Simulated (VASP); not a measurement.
# Mo3N4 (Pm-3m) in VASP: a series of runs

The runs below take Mo3N4 through single point, with PBEsol.

Program: VASP 6.6.1. These are calculated values, not measurements. Logs are shortened: lines on timing, memory, paths and dates and some standing lists are left out, and cuts for length are marked.

### 1 The cell of the first run

It takes space group Pm-3m (No. 221, cubic). Conventional cell: a = 4.019 Å, b = 4.019 Å, c = 4.019 Å, α = 90.00°, β = 90.00°, γ = 90.00°. Within 2.7 Å of Mo (site symmetry 4/mmm) lie 6 N at 2.01 Å. N (site symmetry m-3m) has 6 Mo at 2.01 Å within 2.7 Å. N (site symmetry 4/mmm) has 4 Mo at 2.01 Å within 2.7 Å.

### 2 Single point, PBEsol

INCAR reads:

```
ALGO = Normal ; EDIFF = 1E-6
ENCUT = 600 ; GGA = PS
GGA_COMPAT = F ; ISIF = 2
ISMEAR = 0 ; LASPH = T
LCHARG = T ; LELF = T
LREAL = F ; LVHAR = T
LWAVE = F ; NBANDS = 40
NELM = 120 ; PREC = Accurate
SIGMA = 0.1
```

KPOINTS reads:

```
k-points
0
Gamma
  4 4 4
```

POSCAR reads:

```
Mo3N4
1.0
    4.0192176623      0.0000000000      0.0000000000
    0.0000000000      4.0192176623      0.0000000000
    0.0000000000      0.0000000000      4.0192176623
Mo N
3 4
Direct
    0.5000000000      0.5000000000      0.0000000000
    0.0000000000      0.5000000000      0.5000000000
    0.5000000000      0.0000000000      0.5000000000
    0.5000000000      0.5000000000      0.5000000000
    0.5000000000      0.0000000000      0.0000000000
    0.0000000000      0.5000000000      0.0000000000
    0.0000000000      0.0000000000      0.5000000000
```

Potentials or basis: VASP PAW PBE potentials, release 64 (Mo_sv, N).

On the command line:

```bash
$ cat potpaw_PBE.64/Mo_sv/POTCAR potpaw_PBE.64/N/POTCAR > POTCAR
$ mpirun -np 1 vasp_std > vasp.out
```

OUTCAR:

```text
EDIFF = 1E-6
   ENCUT = 600
   GGA = PS
   ISIF = 2
   ISMEAR = 0
   LASPH = T
   LREAL = F
   NELM = 120
   PREC = Accurate

 ion  position               nearest neighbor table
   1  0.500  0.500  0.000-   4 2.01   5 2.01   6 2.01   4 2.01   5 2.01   6 2.01   3 2.84   3 2.84
                             3 2.84   2 2.84   3 2.84   2 2.84   2 2.84   2 2.84
   2  0.000  0.500  0.500-   4 2.01   6 2.01   7 2.01   6 2.01   7 2.01   4 2.01   3 2.84   3 2.84
                             1 2.84   1 2.84   3 2.84   1 2.84   1 2.84   3 2.84
   3  0.500  0.000  0.500-   4 2.01   5 2.01   7 2.01   5 2.01   4 2.01   7 2.01   2 2.84   1 2.84
                             2 2.84   1 2.84   1 2.84   2 2.84   1 2.84   2 2.84
   4  0.500  0.500  0.500-   1 2.01   2 2.01   3 2.01   1 2.01   3 2.01   2 2.01
   5  0.500  0.000  0.000-   1 2.01   3 2.01   3 2.01   1 2.01
   6  0.000  0.500  0.000-   1 2.01   2 2.01   2 2.01   1 2.01
   7  0.000  0.000  0.500-   2 2.01   3 2.01   2 2.01   3 2.01

  LATTYP: Found a simple cubic cell.
 ALAT       =     4.0192176623

  Lattice vectors:

 A1 = (   4.0192176623,   0.0000000000,   0.0000000000)
 A2 = (   0.0000000000,   4.0192176623,   0.0000000000)
 A3 = (   0.0000000000,   0.0000000000,   4.0192176623)

Analysis of symmetry for initial positions (statically):
=====================================================================
 Subroutine PRICEL returns:
 Original cell was already a primitive cell.

 Routine SETGRP: Setting up the symmetry group for a
 simple cubic supercell.

 Subroutine GETGRP returns: Found 48 space group operations
 (whereof 48 operations were pure point group operations)
 out of a pool of 48 trial point group operations.

The static configuration has the point symmetry O_h .

Analysis of symmetry for dynamics (positions and initial velocities):
=====================================================================
 Subroutine PRICEL returns:
 Original cell was already a primitive cell.

 Routine SETGRP: Setting up the symmetry group for a
 simple cubic supercell.

 Subroutine GETGRP returns: Found 48 space group operations
 (whereof 48 operations were pure point group operations)
 out of a pool of 48 trial point group operations.

The dynamic configuration has the point symmetry O_h .

 Subroutine INISYM returns: Found 48 space group operations
 (whereof 48 operations are pure point group operations),
 and found     1 'primitive' translations

----------------------------------------------------------------------------------------

                                     Primitive cell

  volume of cell :      64.9269

  direct lattice vectors                    reciprocal lattice vectors
     4.019217662  0.000000000  0.000000000     0.248804639  0.000000000  0.000000000
     0.000000000  4.019217662  0.000000000     0.000000000  0.248804639  0.000000000
     0.000000000  0.000000000  4.019217662     0.000000000  0.000000000  0.248804639

  length of vectors
     4.019217662  4.019217662  4.019217662     0.248804639  0.248804639  0.248804639

  position of ions in fractional coordinates (direct lattice)
     0.500000000  0.500000000  0.000000000
     0.000000000  0.500000000  0.500000000
     0.500000000  0.000000000  0.500000000
     0.500000000  0.500000000  0.500000000
     0.500000000  0.000000000  0.000000000
     0.000000000  0.500000000  0.000000000
     0.000000000  0.000000000  0.500000000

  ion indices of the primitive-cell ions
   primitive index   ion index
                 1           1
                 2           2
                 3           3
                 4           4
                 5           5
                 6           6
                 7           7

----------------------------------------------------------------------------------------

 KPOINTS: k-points

Automatic generation of k-mesh.
 Grid dimensions read from file:
 generate k-points for:    4    4    4

 Generating k-lattice:

  Cartesian coordinates                     Fractional coordinates (reciprocal lattice)
     0.062201160  0.000000000  0.000000000     0.250000000  0.000000000  0.000000000
     0.000000000  0.062201160  0.000000000     0.000000000  0.250000000  0.000000000
     0.000000000  0.000000000  0.062201160     0.000000000  0.000000000  0.250000000

  Length of vectors
     0.062201160  0.062201160  0.062201160

  Shift w.r.t. Gamma in fractional coordinates (k-lattice)
     0.000000000  0.000000000  0.000000000

 Subroutine IBZKPT returns following result:
 ===========================================

 Found     10 irreducible k-points:

 Following reciprocal coordinates:
            Coordinates               Weight
  0.000000  0.000000  0.000000      1.000000
  0.250000  0.000000  0.000000      6.000000
  0.500000  0.000000  0.000000      3.000000
  0.250000  0.250000  0.000000     12.000000
  0.500000  0.250000  0.000000     12.000000
  0.500000  0.500000  0.000000      3.000000
  0.250000  0.250000  0.250000      8.000000
  0.500000  0.250000  0.250000     12.000000
  0.500000  0.500000  0.250000      6.000000
  0.500000  0.500000  0.500000      1.000000
   k-points           NKPTS =     10   k-points in BZ     NKDIM =     10   number of bands    NBANDS=     40
   number of dos      NEDOS =    301   number of ions     NIONS =      7
   total plane-waves  NPLWV =  32768
   dimension x,y,z NGX =    32 NGY =   32 NGZ =   32
   dimension x,y,z NGXF=    64 NGYF=   64 NGZF=   64
   ions per type =               3   4
   NGX,Y,Z   is equivalent  to a cutoff of  13.24, 13.24, 13.24 a.u.
   NGXF,Y,Z  is equivalent  to a cutoff of  26.47, 26.47, 26.47 a.u.
 SYSTEM =  unknown system
   PREC   = accura    normal or accurate (medium, high low for compatibility)
   ISTART =      0    job   : 0-new  1-cont  2-samecut
   ICHARG =      2    charge: 1-file 2-atom 10-const
   ISPIN  =      1    spin polarized calculation?
   LNONCOLLINEAR =      F non collinear calculations
   LSORBIT =      F    spin-orbit coupling
   LASPH  =      T    aspherical Exc in radial PAW
   ENCUT  =  600.0 eV  44.10 Ry    6.64 a.u.   8.03  8.03  8.03*2*pi/ulx,y,z
   NELM   =    120;   NELMIN=  2; NELMDL= -5     # of ELM steps
   EDIFF  = 0.1E-05   stopping-criterion for ELM
   LREAL  =      F    real-space projection
   EDIFFG = 0.1E-04   stopping-criterion for IOM
   NSW    =      0    number of steps for IOM
   IBRION =     -1    ionic relax: 0-MD 1-quasi-New 2-CG
   NFREE  =      0    steps in history (QN), initial steepest desc. (CG)
   ISIF   =      2    stress and relaxation
   ISYM   =      2    0-nonsym 1-usesym 2-fastsym
   POTIM  = 0.5000    time-step for ionic-motion
   TEBEG  =    0.0;   TEEND  =   0.0 temperature during run
   PSTRESS=    0.0 pullay stress
   NELECT =      62.0000    total number of electrons
   NUPDOWN=      -1.0000    fix difference up-down
   EMIN   =  10.00;   EMAX   =-10.00  energy-range for DOS
   EFERMI =   0.00;   METHOD = LEGACY
   ISMEAR =     0;   SIGMA  =   0.10  broadening in eV -4-tet -1-fermi 0-gaus
   EFERMI_NEDOS =   21; number of points for ismear=-14 and -15
   IALGO  =     38    algorithm
   IMIX   =      4    mixing-type and parameters
     AMIX     =   0.40;   BMIX     =  1.00
     AMIX_MAG =   1.60;   BMIX_MAG =  1.00
  volume/ion in A,a.u.               =       9.28        62.59
  Fermi-wavevector in a.u.,A,eV,Ry     =   1.612119  3.046464 35.360575  2.598929
  Thomas-Fermi vector in A             =   2.707400
   LORBIT       =      0    0 simple, 1 ext, 2 COOP (PROOUT), +10 PAW based schemes
   GGA     = PS    functional components
   LHFCALC =     F    Hartree Fock is set to
   AEXX    =    0.0000 exact exchange contribution
   IVDW    =     0    specifies the selected vdW correction
   LEPSILON=     F    determine dielectric tensor
   LRPA    =     F    only Hartree local field effects (RPA)
 non-spin polarized calculation
 Gauss-broadening in eV      SIGMA  =   0.10
  energy-cutoff  :      600.00
  volume of cell :       64.93
 maximum number of plane-waves:      2178
   NGX = 17   NGY = 17   NGZ = 17

 number of electron      62.0000021 magnetization

 Free energy of the ion-electron system (eV)
  ---------------------------------------------------
  ext. energy  EPLUGINS =         0.00000000
  ---------------------------------------------------
  free energy    TOTEN  =       -70.76553364 eV

  energy without entropy =      -70.74584026  energy(sigma->0) =      -70.75568695

 E-fermi :  13.1799     XC(G=0): -13.8062

 val. band max:       13.1298592131   @ k =   0.5000   0.2500   0.2500
 cond. band min:      13.3367548732   @ k =   0.5000   0.0000   0.0000
 fundamental gap:      0.2068956601
 Fermi energy:        13.1798866012

 k-point     1 :       0.0000    0.0000    0.0000
  band No.  band energies     occupation
      1     -49.4489      2.00000
      2     -49.1960      2.00000
      3     -49.1960      2.00000
      4     -24.1947      2.00000
      5     -24.1947      2.00000
      6     -24.1947      2.00000
[... 32 lines left out ...]
     39      15.4654      0.00000
     40      15.4654      0.00000

 k-point     2 :       0.2500    0.0000    0.0000
  band No.  band energies     occupation
      1     -49.4168      2.00000
      2     -49.2282      2.00000
      3     -49.1955      2.00000
      4     -24.1246      2.00000
      5     -24.1246      2.00000
      6     -24.0893      2.00000
[... 32 lines left out ...]
     39      15.4004      0.00000
     40      15.4693      0.00000

 k-point     3 :       0.5000    0.0000    0.0000
  band No.  band energies     occupation
      1     -49.3648      2.00000
      2     -49.2803      2.00000
      3     -49.1951      2.00000
      4     -24.0364      2.00000
      5     -24.0364      2.00000
      6     -23.8758      2.00000
[... 251 lines left out ...]
  band No.  band energies     occupation
      1     -49.2788      2.00000
      2     -49.2785      2.00000
      3     -49.2785      2.00000
      4     -24.6756      2.00000
      5     -24.0401      2.00000
      6     -23.8917      2.00000
[... 32 lines left out ...]
     39      19.4263      0.00000
     40      19.4263      0.00000

 k-point    10 :       0.5000    0.5000    0.5000
  band No.  band energies     occupation
      1     -49.2779      2.00000
      2     -49.2779      2.00000
      3     -49.2779      2.00000
      4     -24.8607      2.00000
      5     -24.0379      2.00000
      6     -24.0379      2.00000
[... 32 lines left out ...]
     39      19.8541      0.00000
     40      19.8541      0.00000

------------------------ aborting loop because EDIFF is reached ----------------------------------------

  FORCE on cell =-STRESS in cart. coord.  units (eV):
  Direction    XX          YY          ZZ          XY          YZ          ZX
  --------------------------------------------------------------------------------------
  -------------------------------------------------------------------------------------
  Total       19.4476870     19.4476870     19.4476870     -0.0000000     -0.0000000      0.0000000
  in kB      479.9035463    479.9035463    479.9035463     -0.0000000     -0.0000000      0.0000000
  external PRESSURE =     479.9035463 kB  Pullay stress =       0.0000000 kB

 VOLUME and BASIS-vectors are now :
 -----------------------------------------------------------------------------
  energy-cutoff  :      600.00
  volume of cell :       64.93
      direct lattice vectors                 reciprocal lattice vectors
     4.019217662  0.000000000  0.000000000     0.248804639  0.000000000  0.000000000
     0.000000000  4.019217662  0.000000000     0.000000000  0.248804639  0.000000000
     0.000000000  0.000000000  4.019217662     0.000000000  0.000000000  0.248804639

 POSITION                                       TOTAL-FORCE (eV/Angst)
 -----------------------------------------------------------------------------------
      2.00961      2.00961      0.00000         0.000000      0.000000      0.000000
      0.00000      2.00961      2.00961         0.000000      0.000000      0.000000
      2.00961      0.00000      2.00961         0.000000      0.000000      0.000000
      2.00961      2.00961      2.00961         0.000000      0.000000      0.000000
      2.00961      0.00000      0.00000         0.000000      0.000000      0.000000
      0.00000      2.00961      0.00000         0.000000      0.000000      0.000000
      0.00000      0.00000      2.00961         0.000000      0.000000      0.000000
 -----------------------------------------------------------------------------------
    total drift:                                0.000000     -0.000000     -0.000000

  FREE ENERGIE OF THE ION-ELECTRON SYSTEM (eV)
  ---------------------------------------------------
  free  energy   TOTEN  =       -70.7655336364 eV

  energy  without entropy=      -70.7458402642  energy(sigma->0) =      -70.75568695
```

It took 35 s on 1 thread of Intel Xeon 8259CL, shared host; peak memory 0.19 GiB.

Results:

- Free energy: -70.7655 eV
- Pressure: 48.0 GPa
- Band gap on the k mesh: zero (bands 31 and 32 overlap by 2.44 eV)

Levels at points of the mesh, in eV from the Fermi level:
| k point | band 27 | band 28 | band 29 | band 30 | band 31 | band 32 | band 33 | band 34 | band 35 | band 36 |
| --- | --- | --- | --- | --- | --- | --- | --- | --- | --- | --- |
| (0.00, 0.00, 0.00) | -3.17 | -3.17 | -2.16 | -2.16 | -2.16 | -1.23 | -1.23 | -1.23 | -0.70 | -0.70 |
| (0.50, 0.00, 0.00) | -3.65 | -3.42 | -3.42 | -2.09 | -0.42 | -0.08 | -0.08 | 0.16 | 0.16 | 1.90 |
| (0.50, 0.50, 0.00) | -5.57 | -1.49 | -0.91 | -0.07 | 0.47 | 0.49 | 0.49 | 1.06 | 1.06 | 2.25 |
| (0.50, 0.50, 0.50) | -3.09 | -3.09 | 0.78 | 0.78 | 0.78 | 1.82 | 1.82 | 1.82 | 2.52 | 2.52 |

Caveat: the k points lie up to 0.39 Å⁻¹ apart, too coarse for converged energies and pressures of a metal; the PAW data sets were made with another functional, which shifts forces and pressure a little.

### 3 Single point, PBEsol

This run uses another cell than the first one, of 10.32 Å³/atom.

INCAR reads:

```
PREC = Accurate ; ENCUT = 600
EDIFF = 1E-6 ; ISMEAR = 0
SIGMA = 0.1 ; LREAL = False
LASPH = True ; NELM = 120
ALGO = Normal ; ISIF = 2
LWAVE = False ; LCHARG = False
GGA = PS ; NBANDS = 40
GGA_COMPAT = False
```

KPOINTS reads:

```
Automatic mesh
0
Gamma
  6 6 6
```

POSCAR, as its differences from that of step 2:

```diff
@@ -2,5 +2,5 @@
 1.0
-    4.0192176623      0.0000000000      0.0000000000
-    0.0000000000      4.0192176623      0.0000000000
-    0.0000000000      0.0000000000      4.0192176623
+    4.1644377373      0.0000000000      0.0000000000
+    0.0000000000      4.1644377373      0.0000000000
+    0.0000000000      0.0000000000      4.1644377373
 Mo N
```

Potentials or basis: VASP PAW PBE potentials, release 64 (Mo_sv, N).

On the command line:

```bash
$ cat potpaw_PBE.64/Mo_sv/POTCAR potpaw_PBE.64/N/POTCAR > POTCAR
$ mpirun -np 1 vasp_std > vasp.out
```

It took 1.8 min on 1 thread of Intel Xeon 8259CL, shared host; peak memory 0.23 GiB.

Results (log left out):

```yaml
Free_energy: -71.9270 eV
Pressure: 0.4 GPa
Band_gap_on_the_k_mesh: zero (bands 31 and 32 overlap by 1.99 eV)
```

Levels at points of the mesh, in eV from the Fermi level:
```
           k point  band 28  band 29  band 30  band 31  band 32  band 33  band 34  band 35
(0.00, 0.00, 0.00)    -2.78    -1.62    -1.62    -1.62    -0.90    -0.90    -0.90    -0.55
(0.50, 0.00, 0.00)    -2.98    -2.89    -1.59    -0.31     0.03     0.03     0.32     0.32
(0.50, 0.50, 0.00)    -1.00    -0.67     0.06     0.52     0.59     0.59     0.95     0.95
(0.50, 0.50, 0.50)    -2.48     0.72     0.72     0.72     1.61     1.61     1.61     2.34
```

Caveat: the PAW data sets were made with another functional, which shifts forces and pressure a little.
